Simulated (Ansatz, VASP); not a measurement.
## One calculation of Na, two programs

Contents of INCAR:

```
SYSTEM = Na
ALGO     = Fast           ! electronic algorithm
EDIFF    = 1E-6           ! SCF threshold, eV
ENCUT    = 520            ! plane-wave cutoff, eV
GGA      = PS             ! functional
ISIF     = 2              ! what is computed and relaxed
ISMEAR   = 0              ! smearing method
LASPH    = .True.         ! aspherical terms in the spheres
LCHARG   = .True.         ! write CHGCAR
LELF     = .True.         ! ELF
LREAL    = .False.        ! projectors in reciprocal space
LVHAR    = .True.       
LWAVE    = .False.        ! write WAVECAR
NBANDS   = 18             ! bands
NELM     = 80             ! most SCF steps
PREC     = Accurate       ! precision mode
SIGMA    = 0.1            ! smearing width, eV
```

File KPOINTS:

```
k-points
0
Gamma
  12 12 4
  0 0 0
```

POSCAR

```
Na
1.0
    3.3278203383     -1.9288091251      0.0261369471
    3.3334271255      1.9384630142      0.0377960938
   -2.1719346000      0.0261222104      9.6982217973
Na
3
Direct
    0.0183056622      0.0073175511     -0.0009204631
    0.1704385395      0.2493859633      0.6755592165
    0.8112542342      0.7432949214      0.3253612466
```

Input for Ansatz:

```yaml
crystal:
  lattice:
    - [3.3278203383, -1.9288091251, 0.0261369471]
    - [3.3334271255, 1.9384630142, 0.0377960938]
    - [-2.1719346, 0.0261222104, 9.6982217973]
  atoms:
    - { symbol: Na, position: [0.0183056622, 0.0073175511, -0.0009204631] }
    - { symbol: Na, position: [0.1704385395, 0.2493859633, 0.6755592165] }
    - { symbol: Na, position: [0.8112542342, 0.7432949214, 0.3253612466] }
basis:
  ecutwfc: 420
kpoints:
  mp_grid: { grid: [12, 12, 4] }
hamiltonian:
  xc: pbesol
scf:
  occupations: { method: gaussian, width: 0.1 }
output:
  forces: true
  stress: true
  eigenvalues: true
```

Change from the starting cell: all atoms moved at random, cell strained at random.

Alike in both runs: task single point; functional PBEsol; k mesh 12 × 12 × 4; occupations gaussian, width 0.1 eV; no spin polarisation.

```csv
,VASP,Ansatz
version,VASP 6.6.1,Ansatz 0.2.0
potentials or method,"VASP PAW PBE potentials, release 64 (Na_pv), cutoff 520 eV","scalar-relativistic, plane waves, PAW"
valence electrons in the cell,21,27
```

|  | VASP | Ansatz | Ansatz less VASP |
| --- | --- | --- | --- |
| gap on the k mesh at the Fermi level (eV) | none | none | - |
| pressure (GPa) | -0.8 | -0.8 | -0.01 |
| traceless stress, the component that is largest in VASP (GPa) | -0.23 | -0.23 | 0.000 |
| rms of the force components (eV/Å) | 0.024 | 0.024 | 0.0000 |

VASP's potentials were made for PBE, not for PBEsol. Atom by atom the forces differ by 0.000 eV/Å (rms over components). A gap of «none» marks a metal or a gap that the smearing closes. VASP's potentials hold 21 valence electrons a cell and Ansatz's 27, so a difference there can come from the potentials and not from the codes.
